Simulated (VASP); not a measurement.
# Be2CdS: single point with PBE

Crystal: Be2CdS.

```
CELL_PARAMETERS angstrom
3.21135 0.00000 0.00000
0.00000 3.21135 0.00000
0.00000 0.00000 6.70811
ATOMIC_POSITIONS crystal
Be 0.50000 0.00000 0.68815
Be 0.00000 0.50000 0.31185
Cd 0.00000 0.00000 0.00000
S 0.50000 0.50000 0.50000
```

The cell was built from a structure type or drawn by symmetry, and may not be a known phase.

| Quantity | Value |
| --- | --- |
| Program | VASP 6.6.1 |
| Task | single point |
| Functional | PBE |
| Potentials or basis | VASP PAW PBE potentials, release 64 (Be, Cd, S) |
| Cutoff | 520 eV |
| k mesh | 4 × 4 × 4 |
| Occupations | gaussian, width 0.1 eV |
| Spin | no spin polarisation |

```yaml
Pressure: 0.0 GPa
Largest_force: 0.009 eV/Å
Band_gap_on_the_k_mesh: zero (bands 11 and 12 overlap by 1.96 eV)
```

Forces on the atoms (eV/Å):
```
Be   0.000  0.000 -0.009
Be   0.000  0.000  0.009
Cd   0.000  0.000  0.000
S    0.000  0.000  0.000
```

Levels at points of the mesh, in eV from the Fermi level:
```tsv
k point	band 8	band 9	band 10	band 11	band 12	band 13	band 14	band 15
(0.00, 0.00, 0.00)	-5.84	-2.50	-2.50	-0.05	3.53	4.60	5.19	5.31
(0.50, 0.00, 0.00)	-4.85	-2.25	-1.81	-1.45	-0.99	4.86	5.89	5.98
(0.50, 0.50, 0.00)	-5.67	-4.42	-0.96	0.97	0.97	1.36	3.48	3.95
(0.00, 0.00, 0.50)	-3.68	-2.48	-2.48	-2.17	3.85	4.40	4.80	4.80
(0.50, 0.00, 0.50)	-5.16	-2.86	-1.81	-0.50	0.57	2.85	3.58	5.84
(0.50, 0.50, 0.50)	-5.64	-4.39	-0.74	0.32	0.65	0.65	4.70	5.82
```

Wall time 16 s on 1 thread of Intel(R) Xeon(R) Platinum 8375C CPU @ 2.90GHz (Ice Lake), on a shared host, peak memory 0.18 GiB.

Caveat: the k points lie up to 0.49 Å⁻¹ apart, too coarse for converged energies and pressures of a metal.
